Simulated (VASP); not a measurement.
A run of VASP 6.6.1 is set up as follows.

INCAR

```
SYSTEM = Si
  PREC = Accurate
  ENCUT = 520
  EDIFF = 1E-6
  ISMEAR = 0
  SIGMA = 0.05
  LREAL = .False.
  LASPH = .True.
  NELM = 100
  ALGO = Normal
  ISIF = 2
  LWAVE = .False.
  LCHARG = .True.
  GGA = PE
  LELF = .True.
  LVHAR = .True.
  NBANDS = 16
```

File KPOINTS:

```
regular mesh
0
Gamma
  10 10 10
  0 0 0
```

The input POSCAR:

```
Si
1.0
   -3.3178148769      3.3178148769      1.9143955111
    3.3178148769     -3.3178148769      1.9143955111
    3.3178148769      3.3178148769     -1.9143955111
Si
4
Direct
    0.1664887805      0.1664887805      0.3572210152
    0.8092677652      0.8092677652      0.6427789848
    0.1907322348      0.8335112195      0.0000000000
    0.8335112195      0.1907322348      0.0000000000
```

Potentials or basis: VASP PAW PBE potentials, release 64 (Si).

Command:

```console
$ cat potpaw_PBE.64/Si/POTCAR > POTCAR
$ mpirun -np 1 vasp_std > vasp.out
```

(1) What does it give for the largest force?

(2) Predict the band gap on the k mesh.

(3) What does it give for the pressure?

Results:

(1) 0.097 eV/Å.

(2) 0.32 eV (least direct gap 0.47 eV).

(3) 2.0 GPa.

Caveat: the cell differs from its parent crystal (atoms displaced along a vibrational mode, the cell strained).
